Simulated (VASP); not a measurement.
# LiY3 (Pm-3m) in VASP: relaxation of cell and atoms with LDA

Aim: the relaxation of cell and atoms of LiY3 with LDA.

All numbers are computed with VASP 6.6.1; they aren't measurements. Logs are shortened: lines on timing, memory, paths and dates and some standing lists are left out, and cuts for length are marked.

### Step 1. The cell of the first run

The structure is cubic, space group Pm-3m (No. 221). The conventional cell has a = 4.923 Å, b = 4.923 Å, c = 4.923 Å, α = 90.00°, β = 90.00°, γ = 90.00°. Li (site symmetry m-3m) has 12 Y at 3.48 Å within 4.6 Å. Y (site symmetry 4/mmm) has 4 Li at 3.48 Å and 8 Y at 3.48 Å within 4.6 Å.

### Step 2. Relaxation of cell and atoms, LDA

File INCAR:

```
SYSTEM = LiY3
PREC = Accurate
ENCUT = 600
EDIFF = 1E-6
ISMEAR = 0
SIGMA = 0.05
LREAL = .False.
LASPH = .True.
NELM = 100
ALGO = Normal
ISIF = 3
LWAVE = .False.
LCHARG = .False.
GGA = CA
IBRION = 2
NSW = 50
EDIFFG = -0.01
```

File KPOINTS:

```
regular mesh
0
Gamma
  9 9 9
  0 0 0
```

File POSCAR:

```
LiY3
1.0
    4.9225000000      0.0000000000      0.0000000000
    0.0000000000      4.9225000000      0.0000000000
    0.0000000000      0.0000000000      4.9225000000
Li Y
1 3
Direct
    0.0000000000      0.0000000000      0.0000000000
    0.0000000000      0.5000000000      0.5000000000
    0.5000000000      0.0000000000      0.5000000000
    0.5000000000      0.5000000000      0.0000000000
```

Potentials or basis: VASP PAW LDA potentials, release 64 (Li_sv, Y_sv).

Command:

```
$ cat potpaw_LDA.64/Li_sv/POTCAR potpaw_LDA.64/Y_sv/POTCAR > POTCAR
$ mpirun -np 1 vasp_std > vasp.out
```

OUTCAR:

```text
SYSTEM = LiY3
   PREC = Accurate
   ENCUT = 600
   EDIFF = 1E-6
   ISMEAR = 0
   LREAL = .False.
   LASPH = .True.
   NELM = 100
   ISIF = 3
   GGA = CA
   IBRION = 2
   NSW = 50
   EDIFFG = -0.01

 ion  position               nearest neighbor table
   1  0.000  0.000  0.000-
   2  0.000  0.500  0.500-   3 3.48   4 3.48   4 3.48   3 3.48   3 3.48   4 3.48   4 3.48   3 3.48

   3  0.500  0.000  0.500-   2 3.48   4 3.48   4 3.48   2 3.48   4 3.48   4 3.48   2 3.48   2 3.48

   4  0.500  0.500  0.000-   2 3.48   3 3.48   2 3.48   3 3.48   3 3.48   3 3.48   2 3.48   2 3.48

  LATTYP: Found a simple cubic cell.
 ALAT       =     4.9225000000

  Lattice vectors:

 A1 = (   4.9225000000,   0.0000000000,   0.0000000000)
 A2 = (   0.0000000000,   4.9225000000,   0.0000000000)
 A3 = (   0.0000000000,   0.0000000000,   4.9225000000)

Analysis of symmetry for initial positions (statically):
=====================================================================
 Subroutine PRICEL returns:
 Original cell was already a primitive cell.

 Routine SETGRP: Setting up the symmetry group for a
 simple cubic supercell.

 Subroutine GETGRP returns: Found 48 space group operations
 (whereof 48 operations were pure point group operations)
 out of a pool of 48 trial point group operations.

The static configuration has the point symmetry O_h .

Analysis of symmetry for dynamics (positions and initial velocities):
=====================================================================
 Subroutine PRICEL returns:
 Original cell was already a primitive cell.

 Routine SETGRP: Setting up the symmetry group for a
 simple cubic supercell.

 Subroutine GETGRP returns: Found 48 space group operations
 (whereof 48 operations were pure point group operations)
 out of a pool of 48 trial point group operations.

The dynamic configuration has the point symmetry O_h .

 Subroutine INISYM returns: Found 48 space group operations
 (whereof 48 operations are pure point group operations),
 and found     1 'primitive' translations

----------------------------------------------------------------------------------------

                                     Primitive cell

  volume of cell :     119.2771

  direct lattice vectors                    reciprocal lattice vectors
     4.922500000  0.000000000  0.000000000     0.203148807  0.000000000  0.000000000
     0.000000000  4.922500000  0.000000000     0.000000000  0.203148807  0.000000000
     0.000000000  0.000000000  4.922500000     0.000000000  0.000000000  0.203148807

  length of vectors
     4.922500000  4.922500000  4.922500000     0.203148807  0.203148807  0.203148807

  position of ions in fractional coordinates (direct lattice)
     0.000000000  0.000000000  0.000000000
     0.000000000  0.500000000  0.500000000
     0.500000000  0.000000000  0.500000000
     0.500000000  0.500000000  0.000000000

  ion indices of the primitive-cell ions
   primitive index   ion index
                 1           1
                 2           2
                 3           3
                 4           4

----------------------------------------------------------------------------------------

 KPOINTS: regular mesh

Automatic generation of k-mesh.
 Grid dimensions read from file:
 generate k-points for:    9    9    9

 Generating k-lattice:

  Cartesian coordinates                     Fractional coordinates (reciprocal lattice)
     0.022572090  0.000000000  0.000000000     0.111111111  0.000000000  0.000000000
     0.000000000  0.022572090  0.000000000     0.000000000  0.111111111  0.000000000
     0.000000000  0.000000000  0.022572090     0.000000000  0.000000000  0.111111111

  Length of vectors
     0.022572090  0.022572090  0.022572090

  Shift w.r.t. Gamma in fractional coordinates (k-lattice)
     0.000000000  0.000000000  0.000000000

 Subroutine IBZKPT returns following result:
 ===========================================

 Found     35 irreducible k-points:

 Following reciprocal coordinates:
            Coordinates               Weight
  0.000000  0.000000  0.000000      1.000000
  0.111111  0.000000  0.000000      6.000000
  0.222222  0.000000  0.000000      6.000000
  0.333333  0.000000  0.000000      6.000000
  0.444444  0.000000  0.000000      6.000000
  0.111111  0.111111  0.000000     12.000000
[... 16 lines left out ...]
  0.333333  0.333333  0.111111     24.000000
  0.444444  0.333333  0.111111     48.000000
 [... further k-points ...]
   k-points           NKPTS =     35   k-points in BZ     NKDIM =     35   number of bands    NBANDS=     22
   number of dos      NEDOS =    301   number of ions     NIONS =      4
   total plane-waves  NPLWV =  64000
   dimension x,y,z NGX =    40 NGY =   40 NGZ =   40
   dimension x,y,z NGXF=    80 NGYF=   80 NGZF=   80
   ions per type =               1   3
   NGX,Y,Z   is equivalent  to a cutoff of  13.51, 13.51, 13.51 a.u.
   NGXF,Y,Z  is equivalent  to a cutoff of  27.02, 27.02, 27.02 a.u.
 SYSTEM =  LiY3
   PREC   = accura    normal or accurate (medium, high low for compatibility)
   ISTART =      0    job   : 0-new  1-cont  2-samecut
   ICHARG =      2    charge: 1-file 2-atom 10-const
   ISPIN  =      1    spin polarized calculation?
   LNONCOLLINEAR =      F non collinear calculations
   LSORBIT =      F    spin-orbit coupling
   LASPH  =      T    aspherical Exc in radial PAW
   ENCUT  =  600.0 eV  44.10 Ry    6.64 a.u.   9.83  9.83  9.83*2*pi/ulx,y,z
   NELM   =    100;   NELMIN=  2; NELMDL= -5     # of ELM steps
   EDIFF  = 0.1E-05   stopping-criterion for ELM
   LREAL  =      F    real-space projection
   EDIFFG = -.1E-01   stopping-criterion for IOM
   NSW    =     50    number of steps for IOM
   IBRION =      2    ionic relax: 0-MD 1-quasi-New 2-CG
   NFREE  =      1    steps in history (QN), initial steepest desc. (CG)
   ISIF   =      3    stress and relaxation
   ISYM   =      2    0-nonsym 1-usesym 2-fastsym
   POTIM  = 0.5000    time-step for ionic-motion
   TEBEG  =    0.0;   TEEND  =   0.0 temperature during run
   PSTRESS=    0.0 pullay stress
   NELECT =      36.0000    total number of electrons
   NUPDOWN=      -1.0000    fix difference up-down
   EMIN   =  10.00;   EMAX   =-10.00  energy-range for DOS
   EFERMI =   0.00;   METHOD = LEGACY
   ISMEAR =     0;   SIGMA  =   0.05  broadening in eV -4-tet -1-fermi 0-gaus
   EFERMI_NEDOS =   21; number of points for ismear=-14 and -15
   IALGO  =     38    algorithm
   IMIX   =      4    mixing-type and parameters
     AMIX     =   0.40;   BMIX     =  1.00
     AMIX_MAG =   1.60;   BMIX_MAG =  1.00
  volume/ion in A,a.u.               =      29.82       201.23
  Fermi-wavevector in a.u.,A,eV,Ry     =   1.098137  2.075178 16.407338  1.205905
  Thomas-Fermi vector in A             =   2.234509
   LORBIT       =      0    0 simple, 1 ext, 2 COOP (PROOUT), +10 PAW based schemes
   GGA     = CA    functional components
   LHFCALC =     F    Hartree Fock is set to
   AEXX    =    0.0000 exact exchange contribution
   IVDW    =     0    specifies the selected vdW correction
   LEPSILON=     F    determine dielectric tensor
   LRPA    =     F    only Hartree local field effects (RPA)
 conjugate gradient relaxation of ions
 non-spin polarized calculation
 Gauss-broadening in eV      SIGMA  =   0.05
  energy-cutoff  :      600.00
  volume of cell :      119.28
 maximum number of plane-waves:      3998
 NGX is ok and might be reduce to    40
   NGX = 19   NGY = 19   NGZ = 19

--------------------------------------- Ionic step        1  -------------------------------------------

 number of electron      36.0000000 magnetization

 Free energy of the ion-electron system (eV)
  ---------------------------------------------------
  ext. energy  EPLUGINS =         0.00000000
  ---------------------------------------------------
  free energy    TOTEN  =       -22.00797602 eV

  energy without entropy =      -21.99811059  energy(sigma->0) =      -22.00304331

------------------------ aborting loop because EDIFF is reached ----------------------------------------

  FORCE on cell =-STRESS in cart. coord.  units (eV):
  Direction    XX          YY          ZZ          XY          YZ          ZX
  --------------------------------------------------------------------------------------
  -------------------------------------------------------------------------------------
  Total       -2.3948364     -2.3948364     -2.3948364      0.0000000      0.0000000     -0.0000000
  in kB      -32.1683849    -32.1683849    -32.1683849      0.0000000      0.0000000     -0.0000000
  external PRESSURE =     -32.1683849 kB  Pullay stress =       0.0000000 kB
[... 61 lines left out ...]
  energy  without entropy=      -22.1236306647  energy(sigma->0) =      -22.12732738

--------------------------------------- Ionic step        3  -------------------------------------------

 number of electron      35.9999993 magnetization

 Free energy of the ion-electron system (eV)
  ---------------------------------------------------
  ext. energy  EPLUGINS =         0.00000000
  ---------------------------------------------------
  free energy    TOTEN  =       -22.13380003 eV

  energy without entropy =      -22.12613702  energy(sigma->0) =      -22.12996853

 E-fermi :   2.8669     XC(G=0):  -9.5940

 val. band max:        2.8329515707   @ k =   0.4444   0.2222   0.2222
 cond. band min:       2.8696194499   @ k =   0.4444   0.0000   0.0000
 fundamental gap:      0.0366678792
 Fermi energy:         2.8668544233

 k-point     1 :       0.0000    0.0000    0.0000
  band No.  band energies     occupation
      1     -41.6233      2.00000
      2     -39.4594      2.00000
      3     -39.3134      2.00000
      4     -39.3134      2.00000
      5     -19.8883      2.00000
      6     -19.8883      2.00000
[... 574 lines left out ...]
      6     -19.7792      2.00000
[... 14 lines left out ...]
     21       3.5122      0.00000
     22       4.1551      0.00000

 [... further k-points ...]

------------------------ aborting loop because EDIFF is reached ----------------------------------------

  FORCE on cell =-STRESS in cart. coord.  units (eV):
  Direction    XX          YY          ZZ          XY          YZ          ZX
  --------------------------------------------------------------------------------------
  -------------------------------------------------------------------------------------
  Total        0.0206275      0.0206275      0.0206275      0.0000000      0.0000000     -0.0000000
  in kB        0.3074799      0.3074799      0.3074799      0.0000000      0.0000000     -0.0000000
  external PRESSURE =       0.3074799 kB  Pullay stress =       0.0000000 kB
[... 19 lines left out ...]
  FREE ENERGIE OF THE ION-ELECTRON SYSTEM (eV)
  ---------------------------------------------------
  free  energy   TOTEN  =       -22.1338000342 eV

  energy  without entropy=      -22.1261370160  energy(sigma->0) =      -22.12996853

 reached required accuracy - stopping structural energy minimisation
```

Run time: 1.7 min. Hardware: 1 thread of Intel Xeon 6975P-C (Granite Rapids), shared host; peak memory 0.28 GiB.

Results:

```yaml
Free_energy: -22.1338 eV
Relaxed_volume: 26.87 Å³/atom
Relaxed_cell: a = 4.755 Å, b = 4.755 Å, c = 4.755 Å, α = 90.00°, β = 90.00°, γ = 90.00°
Space_group_after_relaxing_to_0.1_Å: Pm-3m (No. 221)
Energy_gained_by_relaxing: 31.5 meV/atom
Ionic_steps: 3
Pressure_after_relaxing: 0.0 GPa
Band_gap_on_the_k_mesh: zero (bands 18 and 19 overlap by 1.12 eV)
```

Step by step:
```
step  energy change (eV)  largest force (eV/Å)  pressure (GPa)  volume (Å³)
   1              0.0000                0.0000           -3.22       119.28
   2             -0.1230                0.0000           -0.58       109.24
   3             -0.1258                0.0000            0.03       107.48
```

Final structure:
```yaml
crystal:
  lattice:
    - [4.75459, 0.00000, 0.00000]
    - [0.00000, 4.75459, 0.00000]
    - [0.00000, 0.00000, 4.75459]
  atoms:
    - { symbol: Li, position: [0.00000, 0.00000, 0.00000] }
    - { symbol: Y, position: [0.00000, 0.50000, 0.50000] }
    - { symbol: Y, position: [0.50000, 0.00000, 0.50000] }
    - { symbol: Y, position: [0.50000, 0.50000, 0.00000] }
```

Caveat: the cutoff is under 1.25 times the usual one of these potentials, so pressure, stress and relaxed cells hold a basis-set (Pulay) error.

The gap in the log of VASP goes by the Fermi energy; the results here count the filled bands.